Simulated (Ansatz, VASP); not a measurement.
**W in VASP and in Ansatz**

```
CELL_PARAMETERS angstrom
0.00000 2.19240 2.11120
2.19240 0.00000 2.11120
2.19240 2.19240 0.00000
ATOMIC_POSITIONS crystal
W 0.00000 0.00000 0.00000
```

Change from the starting cell: strain +0.080 along x and y, +0.040 along z, atoms carried along.

Alike in both runs: task single point; functional PBEsol; k mesh 20 × 20 × 20; occupations gaussian, width 0.15 eV; no spin polarisation.

|  | VASP | Ansatz |
| --- | --- | --- |
| version | VASP 6.6.1 | Ansatz 0.2.0 |
| potentials or method | VASP PAW PBE potentials, release 64 (W_sv), cutoff 520 eV | scalar-relativistic, plane waves, PAW |
| valence electrons in the cell | 14 | 14 |

```csv
,VASP,Ansatz,Ansatz less VASP
gap on the k mesh at the Fermi level (eV),none,none,-
pressure (GPa),-43.9,-43.9,-0.01
"traceless stress, the component that is largest in VASP (GPa)",-5.26,-5.26,0.000
```

VASP's potentials were made for PBE, not for PBEsol. A gap of «none» marks a metal or a gap that the smearing closes. Both programs put the cell under strong tension, so it lies far from rest at this level. With one functional, cell and mesh, what is left measures potentials, basis and numerics.

Neither program's run includes spin-orbit coupling. Noted on VASP's run: the cell as given lies far from equilibrium.
